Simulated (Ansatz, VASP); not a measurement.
Two plane-wave programs on Al6O

```
CELL_PARAMETERS angstrom
5.71352 0.00000 0.00000
0.00000 5.71352 0.00000
0.00000 0.00000 22.17470
ATOMIC_POSITIONS crystal
Al 0.25000 0.25000 0.18039
Al 0.25000 0.75000 0.18039
Al 0.75000 0.25000 0.18039
Al 0.75000 0.75000 0.18039
Al 0.00000 0.00000 0.27441
Al 0.00000 0.50000 0.27441
Al 0.50000 0.00000 0.27441
Al 0.50000 0.50000 0.27441
Al 0.25000 0.25000 0.36865
Al 0.25000 0.75000 0.36865
Al 0.75000 0.25000 0.36865
Al 0.75000 0.75000 0.36865
O 0.10464 0.25000 0.50394
O 0.39536 0.25000 0.50394
```

Alike in both runs: task single point; functional PBE; k mesh 5 × 5 × 1; occupations gaussian, width 0.1 eV; collinear spin.

```csv
,VASP,Ansatz
version,VASP 6.6.1,Ansatz 0.2.0
potentials or method,"VASP PAW PBE potentials, release 64 (Al, O), cutoff 520 eV","scalar-relativistic, plane waves, PAW"
valence electrons in the cell,48,48
```

|  | VASP | Ansatz | Ansatz less VASP |
| --- | --- | --- | --- |
| gap on the k mesh at the Fermi level (eV) | none | none | - |
| rms of the force components (eV/Å) | 1.409 | 1.425 | +0.0160 |
| net moment per atom (μB) | 0.11 | 0.11 | 0.000 |
| size of the moment on the site where the two differ most (μB) | 0.63 | 0.59 | -0.037 |

Site moments also hang on the region over which each program counts them. Atom by atom the forces differ by 0.016 eV/Å (rms over components). A gap of «none» marks a metal or a gap that the smearing closes.
